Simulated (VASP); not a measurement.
Crystal: PbI2.

```
Pb I
1.0
     4.56387    0.00000    0.00000
    -2.28193    3.95242    0.00000
     0.00000    0.00000    7.04671
Pb I
1 2
Direct
  0.00000 0.00000 0.00000
  0.66667 0.33333 0.73325
  0.33333 0.66667 0.26675
```

Base run:

* Program: VASP 6.6.1
* Functional: r2SCAN
* Potentials or basis: VASP PAW PBE potentials, release 64 (Pb_d, I)
* Cutoff: 550 eV
* k mesh: 6 × 6 × 4
* Occupations: gaussian, width 0.01 eV
* Spin: no spin polarisation

Its results: band gap on the k mesh 2.62 eV; pressure 0.7 GPa; largest force 0.005 eV/Å.

Problem. The run is repeated on the same cell with these changes: functional from r2SCAN to PBE; cutoff from 550 eV to 500 eV; k mesh from 6 × 6 × 4 to 6 × 6 × 2. What comes out?

Solution. Band gap on the k mesh 2.23 eV; pressure 1.3 GPa; largest force 0.044 eV/Å.

Several settings changed at once.

Caveats: some runs use coarse meshes; spin-orbit coupling is left out, which moves the levels of the heavy elements; the PAW data sets were made with another functional, which shifts forces and pressure a little (at least some runs); this functional lacks dispersion, which binds layers or chains, so the pressure and a relaxed spacing across them are unreliable (at least some runs).

A k mesh can miss the band edges.
